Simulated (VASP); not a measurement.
Ni: single point with RPBE

The system is Ni.

```xyz
1
Lattice="0.0000 1.7025 1.7025 1.7025 0.0000 1.7025 1.7025 1.7025 0.0000" Properties=species:S:1:pos:R:3 pbc="T T T"
Ni    0.0000    0.0000    0.0000
```

This cell differs from its parent crystal: volume scaled by 0.88.

| Quantity | Value |
| --- | --- |
| Program | VASP 6.6.1 |
| Task | single point |
| Functional | RPBE |
| Potentials or basis | VASP PAW PBE potentials, release 64 (Ni) |
| Cutoff | 520 eV |
| k mesh | 25 × 25 × 25 |
| Occupations | fermi-dirac, width 0.05 eV |
| Spin | collinear spin, ferromagnetic start |
| Starting moments | [0.691] μB |

The pressure is 31.1 GPa, the net moment is 0.61 μB per cell and the site moments are Ni +0.61 μB. The valence electrons inside the program's atomic spheres are Ni 9.50.

Levels at points of the mesh, in eV from the Fermi level:
Spin up:
| k point | band 1 | band 2 | band 3 | band 4 | band 5 | band 6 | band 7 | band 8 | band 9 | band 10 |
| --- | --- | --- | --- | --- | --- | --- | --- | --- | --- | --- |
| (0.00, 0.00, 0.00) | -9.69 | -2.70 | -2.70 | -2.70 | -1.36 | -1.36 | 24.51 | 29.20 | 29.20 | 29.20 |
Spin down:
| k point | band 1 | band 2 | band 3 | band 4 | band 5 | band 6 | band 7 | band 8 | band 9 | band 10 |
| --- | --- | --- | --- | --- | --- | --- | --- | --- | --- | --- |
| (0.00, 0.00, 0.00) | -9.75 | -1.95 | -1.95 | -1.95 | -0.78 | -0.78 | 24.33 | 29.15 | 29.15 | 29.15 |

Wall time 82 s on 1 thread of AMD EPYC 9R45 96-Core Processor (Zen 5), with other jobs on the host, peak memory 0.17 GiB.

Caveat: the PAW data sets were made with another functional, which shifts forces and pressure a little.
